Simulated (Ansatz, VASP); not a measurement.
**Au in VASP and in Ansatz**

INCAR

```
SYSTEM = Au
ALGO     = Normal         ! electronic algorithm
EDIFF    = 1E-6           ! SCF threshold, eV
ENCUT    = 520            ! plane-wave cutoff, eV
GGA      = PE             ! functional
ISIF     = 2              ! what is computed and relaxed
ISMEAR   = -1             ! smearing method
LASPH    = .True.         ! aspherical terms in the spheres
LCHARG   = .False.        ! write CHGCAR
LREAL    = .False.        ! projectors in reciprocal space
LWAVE    = .False.        ! write WAVECAR
NBANDS   = 12             ! bands
NELM     = 100            ! most SCF steps
PREC     = Accurate       ! precision mode
SIGMA    = 0.1            ! smearing width, eV
```

Contents of KPOINTS:

```
k-points
0
Gamma
  17 17 17
  0 0 0
```

File POSCAR:

```
Au
1.0
    0.0000000000      1.8279694812      1.8279694812
    1.8279694812      0.0000000000      1.8279694812
    1.8279694812      1.8279694812      0.0000000000
Au
1
Direct
    0.0000000000      0.0000000000      0.0000000000
```

Input for Ansatz:

```yaml
crystal:
  lattice:
    - [0.0, 1.8279694812, 1.8279694812]
    - [1.8279694812, 0.0, 1.8279694812]
    - [1.8279694812, 1.8279694812, 0.0]
  atoms:
    - { symbol: Au, position: [0.0, 0.0, 0.0] }
kpoints:
  mp_grid: { grid: [17, 17, 17] }
scf:
  occupations: { method: fermi_dirac, width: 0.1 }
hamiltonian:
  xc: pbe
  pseudopotentials: { kind: all_electron, lapw: { basis_error: 0.001 } }
output:
  forces: true
  stress: true
  eigenvalues: true
  populations: true
```

Change from the starting cell: volume scaled by 0.68, LAPW.

Alike in both runs: task single point; functional PBE; k mesh 17 × 17 × 17; occupations fermi-dirac, width 0.1 eV; no spin polarisation.

```csv
,VASP,Ansatz
version,VASP 6.6.1,Ansatz 0.2.0
potentials or method,"VASP PAW PBE potentials, release 64 (Au), cutoff 520 eV","all-electron LAPW, scalar-relativistic"
```

Ansatz gave:

```
pressure (GPa) : 162.1
```

**Question.** What did VASP give for the same quantities?

**Answer.** Pressure (GPa): 162.2.

Both programs put the cell under a high pressure, so it lies far from rest at this level. Ansatz ran all-electron here, and VASP with PAW potentials.

Neither program's run includes spin-orbit coupling. Noted on VASP's run: the cell as given lies far from equilibrium.
